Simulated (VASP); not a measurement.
# Pt (Im-3m) in VASP: notebook, part 2 of 2

VASP 6.6.1.

## 4. Single point, r2SCAN

This run uses another cell than the first one, of 16.33 Å³/atom, 1.055 times its volume.

Input file POSCAR:

```
Pt
1.0
   -1.5981786047      1.5981786047      1.5981786047
    1.5981786047     -1.5981786047      1.5981786047
    1.5981786047      1.5981786047     -1.5981786047
Pt
1
Direct
    0.0000000000      0.0000000000      0.0000000000
```

Input file INCAR.step1:

```
ALGO = Normal
EDIFF = 1E-5
ENCUT = 550
GGA = PE
GGA_COMPAT = F
ISMEAR = 1
LASPH = T
LCHARG = F
LREAL = F
LWAVE = T
NBANDS = 11
NELM = 120
PREC = Accurate
SIGMA = 0.1
```

Input file INCAR.step2:

```
ALGO = Normal
EDIFF = 1E-6
ENCUT = 550
GGA_COMPAT = F
ISIF = 2
ISMEAR = 1
ISTART = 1
LASPH = T
LCHARG = T
LELF = T
LMIXTAU = T
LREAL = F
LVHAR = T
LWAVE = F
METAGGA = R2SCAN
NBANDS = 11
NELM = 120
PREC = Accurate
SIGMA = 0.1
```

Input file KPOINTS:

```
k-points
0
Gamma
  13 13 13
```

Potentials or basis: VASP PAW PBE potentials, release 64 (Pt).

Launch:

```bash
$ cat potpaw_PBE.64/Pt/POTCAR > POTCAR
$ cp INCAR.step1 INCAR
$ mpirun -np 1 vasp_std > vasp.out
$ cp INCAR.step2 INCAR
$ mpirun -np 1 vasp_std > vasp.out
```

OUTCAR:

```text
EDIFF = 1E-6
   ENCUT = 550
   ISIF = 2
   ISMEAR = 1
   ISTART = 1
   LASPH = T
   LREAL = F
   METAGGA = R2SCAN
   NELM = 120
   PREC = Accurate

 ion  position               nearest neighbor table
   1  0.000  0.000  0.000-

  LATTYP: Found a body centered cubic cell.
 ALAT       =     3.1963572094

  Lattice vectors:

 A1 = (  -1.5981786047,   1.5981786047,   1.5981786047)
 A2 = (   1.5981786047,  -1.5981786047,   1.5981786047)
 A3 = (   1.5981786047,   1.5981786047,  -1.5981786047)

Analysis of symmetry for initial positions (statically):
=====================================================================
 Subroutine PRICEL returns:
 Original cell was already a primitive cell.

 Routine SETGRP: Setting up the symmetry group for a
 body centered cubic supercell.

 Subroutine GETGRP returns: Found 48 space group operations
 (whereof 48 operations were pure point group operations)
 out of a pool of 48 trial point group operations.

The static configuration has the point symmetry O_h .

Analysis of symmetry for dynamics (positions and initial velocities):
=====================================================================
 Subroutine PRICEL returns:
 Original cell was already a primitive cell.

 Routine SETGRP: Setting up the symmetry group for a
 body centered cubic supercell.

 Subroutine GETGRP returns: Found 48 space group operations
 (whereof 48 operations were pure point group operations)
 out of a pool of 48 trial point group operations.

The dynamic configuration has the point symmetry O_h .

 Subroutine INISYM returns: Found 48 space group operations
 (whereof 48 operations are pure point group operations),
 and found     1 'primitive' translations

----------------------------------------------------------------------------------------

                                     Primitive cell

  volume of cell :      16.3281

  direct lattice vectors                    reciprocal lattice vectors
    -1.598178605  1.598178605  1.598178605     0.000000000  0.312856147  0.312856147
     1.598178605 -1.598178605  1.598178605     0.312856147  0.000000000  0.312856147
     1.598178605  1.598178605 -1.598178605     0.312856147  0.312856147  0.000000000

  length of vectors
     2.768126543  2.768126543  2.768126543     0.442445406  0.442445406  0.442445406

  position of ions in fractional coordinates (direct lattice)
     0.000000000  0.000000000  0.000000000

  ion indices of the primitive-cell ions
   primitive index   ion index
                 1           1

----------------------------------------------------------------------------------------

 KPOINTS: k-points

Automatic generation of k-mesh.
 Grid dimensions read from file:
 generate k-points for:   13   13   13

 Generating k-lattice:

  Cartesian coordinates                     Fractional coordinates (reciprocal lattice)
     0.000000000  0.024065857  0.024065857     0.076923077  0.000000000  0.000000000
     0.024065857  0.000000000  0.024065857     0.000000000  0.076923077  0.000000000
     0.024065857  0.024065857  0.000000000     0.000000000  0.000000000  0.076923077

  Length of vectors
     0.034034262  0.034034262  0.034034262

  Shift w.r.t. Gamma in fractional coordinates (k-lattice)
     0.000000000  0.000000000  0.000000000

 Subroutine IBZKPT returns following result:
 ===========================================

 Found     84 irreducible k-points:

 Following reciprocal coordinates:
            Coordinates               Weight
  0.000000  0.000000  0.000000      1.000000
  0.076923  0.000000  0.000000     12.000000
  0.153846  0.000000  0.000000     12.000000
  0.230769  0.000000  0.000000     12.000000
  0.307692  0.000000  0.000000     12.000000
  0.384615  0.000000  0.000000     12.000000
[... 16 lines left out ...]
  0.153846  0.076923  0.076923     24.000000
  0.230769  0.076923  0.076923     24.000000
 [... further k-points ...]
   k-points           NKPTS =     84   k-points in BZ     NKDIM =     84   number of bands    NBANDS=     11
   number of dos      NEDOS =    301   number of ions     NIONS =      1
   total plane-waves  NPLWV =  13824
   dimension x,y,z NGX =    24 NGY =   24 NGZ =   24
   dimension x,y,z NGXF=    48 NGYF=   48 NGZF=   48
   ions per type =               1
   NGX,Y,Z   is equivalent  to a cutoff of  14.41, 14.41, 14.41 a.u.
   NGXF,Y,Z  is equivalent  to a cutoff of  28.83, 28.83, 28.83 a.u.
 SYSTEM =  unknown system
   PREC   = accura    normal or accurate (medium, high low for compatibility)
   ISTART =      1    job   : 0-new  1-cont  2-samecut
   ICHARG =      0    charge: 1-file 2-atom 10-const
   ISPIN  =      1    spin polarized calculation?
   LNONCOLLINEAR =      F non collinear calculations
   LSORBIT =      F    spin-orbit coupling
   LASPH  =      T    aspherical Exc in radial PAW
   ENCUT  =  550.0 eV  40.42 Ry    6.36 a.u.   5.29  5.29  5.29*2*pi/ulx,y,z
   NELM   =    120;   NELMIN=  2; NELMDL=  0     # of ELM steps
   EDIFF  = 0.1E-05   stopping-criterion for ELM
   LREAL  =      F    real-space projection
   EDIFFG = 0.1E-04   stopping-criterion for IOM
   NSW    =      0    number of steps for IOM
   IBRION =     -1    ionic relax: 0-MD 1-quasi-New 2-CG
   NFREE  =      0    steps in history (QN), initial steepest desc. (CG)
   ISIF   =      2    stress and relaxation
   ISYM   =      2    0-nonsym 1-usesym 2-fastsym
   POTIM  = 0.5000    time-step for ionic-motion
   TEBEG  =    0.0;   TEEND  =   0.0 temperature during run
   PSTRESS=    0.0 pullay stress
   NELECT =      10.0000    total number of electrons
   NUPDOWN=      -1.0000    fix difference up-down
   EMIN   =  10.00;   EMAX   =-10.00  energy-range for DOS
   EFERMI =   0.00;   METHOD = LEGACY
   ISMEAR =     1;   SIGMA  =   0.10  broadening in eV -4-tet -1-fermi 0-gaus
   EFERMI_NEDOS =   21; number of points for ismear=-14 and -15
   IALGO  =     38    algorithm
   IMIX   =      4    mixing-type and parameters
     AMIX     =   0.40;   BMIX     =  1.00
     AMIX_MAG =   1.60;   BMIX_MAG =  1.00
  volume/ion in A,a.u.               =      16.33       110.19
  Fermi-wavevector in a.u.,A,eV,Ry     =   1.390261  2.627211 26.297671  1.932824
  Thomas-Fermi vector in A             =   2.514213
   LORBIT       =      0    0 simple, 1 ext, 2 COOP (PROOUT), +10 PAW based schemes
   METAGGA = R2SCAN    functional components
   LHFCALC =     F    Hartree Fock is set to
   AEXX    =    0.0000 exact exchange contribution
   IVDW    =     0    specifies the selected vdW correction
   LEPSILON=     F    determine dielectric tensor
   LRPA    =     F    only Hartree local field effects (RPA)
 non-spin polarized calculation
 Methfessel and Paxton  Order N= 1 SIGMA  =   0.10
  energy-cutoff  :      550.00
  volume of cell :       16.33
 maximum number of plane-waves:       487
 NGX is ok and might be reduce to    24
   NGX = 11   NGY = 11   NGZ = 11

 number of electron      10.0000000 magnetization

 Free energy of the ion-electron system (eV)
  ---------------------------------------------------
  ext. energy  EPLUGINS =         0.00000000
  ---------------------------------------------------
  free energy    TOTEN  =       -51.36992014 eV

  energy without entropy =      -51.37064234  energy(sigma->0) =      -51.37016087

 E-fermi :   9.4667     XC(G=0): -14.0414

 val. band max:        9.4515272328   @ k =  -0.3846  -0.4615   0.2308
 cond. band min:       9.4965043814   @ k =  -0.3846   0.3846   0.1538
 fundamental gap:      0.0449771485
 Fermi energy:         9.4667130618

 k-point     1 :       0.0000    0.0000    0.0000
  band No.  band energies     occupation
      1       0.0022      2.00000
      2       5.9564      2.00000
      3       5.9564      2.00000
      4       5.9564      2.00000
      5       8.3329      2.00000
      6       8.3329      2.00000
      7      27.4756      0.00000
      8      27.4756      0.00000
      9      27.4756      0.00000
     10      37.4385      0.00000
     11      37.4694      0.00000

 k-point     2 :       0.0769    0.0000    0.0000
  band No.  band energies     occupation
      1       0.2444      2.00000
      2       5.8657      2.00000
      3       5.9578      2.00000
      4       6.1470      2.00000
      5       8.2212      2.00000
      6       8.3387      2.00000
      7      27.5695      0.00000
      8      27.6055      0.00000
      9      27.8212      0.00000
     10      34.6998      0.00000
     11      35.0570      0.00000
[... 295 lines left out ...]
 k-point    24 :       0.2308    0.0769    0.0769
  band No.  band energies     occupation
      1       3.1350      2.00000
      2       4.9301      2.00000
      3       5.7312      2.00000
      4       8.1126      2.00000
      5       8.4711      2.00000
      6       9.6517     -0.02515
      7      21.7064      0.00000
      8      24.9413      0.00000
      9      26.1408      0.00000
     10      31.1275      0.00000
     11      36.4032      0.00000

 [... further k-points ...]
[... 5 lines left out ...]
  --------------------------------------------------------------------------------------
  -------------------------------------------------------------------------------------
  Total       -1.1703042     -1.1703042     -1.1703042      0.0000000      0.0000000     -0.0000000
  in kB     -114.8347723   -114.8347723   -114.8347723      0.0000000      0.0000000     -0.0000000
  external PRESSURE =    -114.8347723 kB  Pullay stress =       0.0000000 kB

 VOLUME and BASIS-vectors are now :
 -----------------------------------------------------------------------------
  energy-cutoff  :      550.00
  volume of cell :       16.33
      direct lattice vectors                 reciprocal lattice vectors
    -1.598178605  1.598178605  1.598178605     0.000000000  0.312856147  0.312856147
     1.598178605 -1.598178605  1.598178605     0.312856147  0.000000000  0.312856147
     1.598178605  1.598178605 -1.598178605     0.312856147  0.312856147  0.000000000

 POSITION                                       TOTAL-FORCE (eV/Angst)
 -----------------------------------------------------------------------------------
      0.00000      0.00000      0.00000        -0.000000     -0.000000     -0.000000
 -----------------------------------------------------------------------------------
    total drift:                               -0.000000      0.000000      0.000000

  FREE ENERGIE OF THE ION-ELECTRON SYSTEM (eV)
  ---------------------------------------------------
  free  energy   TOTEN  =       -51.3699201395 eV

  energy  without entropy=      -51.3706423406  energy(sigma->0) =      -51.37016087
```

OUTCAR.step1:

```text
EDIFF = 1E-5
   ENCUT = 550
   GGA = PE
   ISMEAR = 1
   LASPH = T
[... 552 lines left out ...]

 POSITION                                       TOTAL-FORCE (eV/Angst)
 -----------------------------------------------------------------------------------
      0.00000      0.00000      0.00000         0.000000      0.000000      0.000000
 -----------------------------------------------------------------------------------
    total drift:                                0.000000      0.000000     -0.000000

  FREE ENERGIE OF THE ION-ELECTRON SYSTEM (eV)
  ---------------------------------------------------
  free  energy   TOTEN  =        -5.9821673587 eV

  energy  without entropy=       -5.9827890610  energy(sigma->0) =       -5.98237459
```

It took 42 s on 1 thread of Intel Xeon Platinum 8259CL at 2.50GHz (Skylake/Cascade Lake), shared host; peak memory 0.15 GiB.

What came out:

* Free energy: -51.3699 eV
* Pressure: -11.5 GPa
* Band gap on the k mesh: zero (band 5 reaches 10.29 eV, above the bottom of band 6 at 8.19 eV)

Levels at points of the mesh, in eV from the Fermi level:
```csv
k point,band 3,band 4,band 5,band 6,band 7,band 8
"(0.00, 0.00, 0.00)",-3.51,-3.51,-1.13,-1.13,18.01,18.01
```

Caveat: the PAW data sets were made with another functional, which shifts forces and pressure a little; spin-orbit coupling is left out, which moves the levels of the heavy elements.

## 5. Single point, r2SCAN

This run uses another cell than the first one, of 16.75 Å³/atom, 1.082 times its volume.

Input file POSCAR:

```
Pt
1.0
   -1.6118975470      1.6118975470      1.6118975470
    1.6118975470     -1.6118975470      1.6118975470
    1.6118975470      1.6118975470     -1.6118975470
Pt
1
Direct
    0.0000000000      0.0000000000      0.0000000000
```

INCAR.step1 is that of step 4.

INCAR.step2, as its differences from that of step 4:

```diff
@@ -8,7 +8,5 @@
 LASPH = T
-LCHARG = T
-LELF = T
+LCHARG = F
 LMIXTAU = T
 LREAL = F
-LVHAR = T
 LWAVE = F
```

KPOINTS is that of step 4.

Launch:

```bash
$ cat potpaw_PBE.64/Pt/POTCAR > POTCAR
$ cp INCAR.step1 INCAR
$ mpirun -np 1 vasp_std > vasp.out
$ cp INCAR.step2 INCAR
$ mpirun -np 1 vasp_std > vasp.out
```

Wall time 41 s (1 thread of Intel Xeon Platinum 8259CL at 2.50GHz (Skylake/Cascade Lake), shared host); peak memory 0.16 GiB.

It converged, with:

```
Free energy            : -51.3333 eV
Pressure               : -16.1 GPa
Band gap on the k mesh : zero (band 5 reaches 9.81 eV, above the bottom of band 6 at 7.80 eV)
```

Levels at points of the mesh, in eV from the Fermi level:
| k point | band 2 | band 3 | band 4 | band 5 | band 6 | band 7 | band 8 | band 9 |
| --- | --- | --- | --- | --- | --- | --- | --- | --- |
| (0.00, 0.00, 0.00) | -3.38 | -3.38 | -3.38 | -1.09 | -1.09 | 18.00 | 18.00 | 18.00 |

Caveat: the PAW data sets were made with another functional, which shifts forces and pressure a little; spin-orbit coupling is left out, which moves the levels of the heavy elements.

## 6. Single point, r2SCAN

This run uses another cell than the first one, of 17.18 Å³/atom, 1.110 times its volume.

Input file POSCAR:

```
Pt
1.0
   -1.6253868565      1.6253868565      1.6253868565
    1.6253868565     -1.6253868565      1.6253868565
    1.6253868565      1.6253868565     -1.6253868565
Pt
1
Direct
    0.0000000000      0.0000000000      0.0000000000
```

Input file INCAR.step1:

```
  ALGO = Normal
  EDIFF = 1E-5
  ENCUT = 550
  GGA = PE
  GGA_COMPAT = False
  ISMEAR = 1
  LASPH = True
  LCHARG = False
  LREAL = False
  LWAVE = True
  NBANDS = 11
  NELM = 120
  PREC = Accurate
  SIGMA = 0.1
```

Input file INCAR.step2:

```
  ALGO = Normal
  EDIFF = 1E-6
  ENCUT = 550
  GGA_COMPAT = False
  ISIF = 2
  ISMEAR = 1
  ISTART = 1
  LASPH = True
  LCHARG = True
  LELF = True
  LMIXTAU = True
  LREAL = False
  LVHAR = True
  LWAVE = False
  METAGGA = R2SCAN
  NBANDS = 11
  NELM = 120
  PREC = Accurate
  SIGMA = 0.1
```

KPOINTS is that of step 5.

Potentials or basis: VASP PAW PBE potentials, release 64 (Pt).

Launch:

```bash
$ cat potpaw_PBE.64/Pt/POTCAR > POTCAR
$ cp INCAR.step1 INCAR
$ mpirun -np 1 vasp_std > vasp.out
$ cp INCAR.step2 INCAR
$ mpirun -np 1 vasp_std > vasp.out
```

Wall time 41 s (1 thread of Intel Xeon Platinum 8259CL at 2.50GHz (Skylake/Cascade Lake), shared host); peak memory 0.16 GiB.

The run converged. Its results:

| Quantity | Value |
| --- | --- |
| Free energy | -51.2855 eV |
| Pressure | -19.9 GPa |
| Band gap on the k mesh | zero (band 5 reaches 9.36 eV, above the bottom of band 6 at 7.44 eV) |

Levels at points of the mesh, in eV from the Fermi level:
| k point | band 1 | band 2 | band 3 | band 4 | band 5 | band 6 | band 7 | band 8 | band 9 | band 10 |
| --- | --- | --- | --- | --- | --- | --- | --- | --- | --- | --- |
| (0.00, 0.00, 0.00) | -8.94 | -3.25 | -3.25 | -3.25 | -1.05 | -1.05 | 17.99 | 17.99 | 17.99 | 26.88 |

Caveat: the PAW data sets were made with another functional, which shifts forces and pressure a little; spin-orbit coupling is left out, which moves the levels of the heavy elements.

## 7. The runs side by side

```csv
cell,gap on the mesh (eV),pressure (GPa)
"a = 2.719 Å, angles 109.5°, 1 atom",none,0.6
"a = 2.744 Å, angles 109.5°, 1 atom",none,-5.9
"a = 2.768 Å, angles 109.5°, 1 atom",none,-11.5
"a = 2.792 Å, angles 109.5°, 1 atom",none,-16.1
"a = 2.815 Å, angles 109.5°, 1 atom",none,-19.9
```

Alike in all rows: task single point; level r2SCAN; potentials or basis VASP PAW PBE potentials, release 64 (Pt); no spin polarisation; k mesh 13 × 13 × 13; cutoff (eV) 550; smearing methfessel-paxton 0.1 eV.

Caveats: the PAW data sets were made with another functional, which shifts forces and pressure a little; spin-orbit coupling is left out, which moves the levels of the heavy elements.

Absolute energies hang on the potentials; compare differences alone.
